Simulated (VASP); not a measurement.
Input of a VASP 6.6.1 run:

INCAR

```
SYSTEM = H
  ALGO = Normal
  EDIFF = 1E-6
  ENCUT = 520
  ISIF = 2
  ISMEAR = 1
  LASPH = .TRUE.
  LCHARG = .FALSE.
  LREAL = .FALSE.
  LWAVE = .FALSE.
  NBANDS = 8
  NELM = 80
  PREC = Accurate
  SIGMA = 0.05
```

Contents of KPOINTS:

```
k-points
0
G
  1 1 1
  0 0 0
```

The input POSCAR:

```
H
1.0
    9.0000000000      0.0000000000      0.0000000000
    0.0000000000      9.5000000000      0.0000000000
    0.0000000000      0.0000000000     10.0000000000
H
2
Direct
    0.5000000000      0.5000000000      0.4617854573
    0.5000000000      0.5000000000      0.5382145427
```

Potentials or basis: VASP PAW LDA potentials, release 64 (H).

Run with:

```sh
$ cat potpaw_LDA.64/H/POTCAR > POTCAR
$ mpirun -np 1 vasp_gam > vasp.out
```

Question: Predict the largest force.

Answer: 0.046 eV/Å.

Question: Estimate the gap between the frontier levels.

Answer: 9.97 eV.

Forces in eV/Å, atoms in the order of the input:
```
H    0.000  0.000 -0.046
H    0.000  0.000  0.046
```
